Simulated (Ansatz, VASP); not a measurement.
## Two plane-wave programs on TePb

```xyz
2
Lattice="0.0000 3.2190 3.2190 3.2190 0.0000 3.2190 3.2190 3.2190 0.0000" Properties=species:S:1:pos:R:3 pbc="T T T"
Te    3.2190    3.2190    3.2190
Pb    0.0000    0.0000    0.0000
```

Alike in both runs: task single point; functional PBE; k mesh 8 × 8 × 8; occupations gaussian, width 0.02 eV; no spin polarisation.

|  | VASP | Ansatz |
| --- | --- | --- |
| version | VASP 6.6.1 | Ansatz 0.2.0 |
| potentials or method | VASP PAW PBE potentials, release 64 (Te, Pb_d), cutoff 500 eV | scalar-relativistic, plane waves, PAW |
| valence electrons in the cell | 20 | 30 |

Ansatz gave:

```
gap on the k mesh at the Fermi level (eV) : 0.71
least direct gap on the mesh (eV)         : 0.71
pressure (GPa)                            : 2.7
```

**Question.** Which values does VASP return?

**Answer.** gap on the k mesh at the Fermi level (eV): 0.71; least direct gap on the mesh (eV): 0.71; pressure (GPa): 2.6.

VASP's potentials hold 20 valence electrons a cell and Ansatz's 30, so a difference there can come from the potentials and not from the codes.

Neither program's run includes spin-orbit coupling.
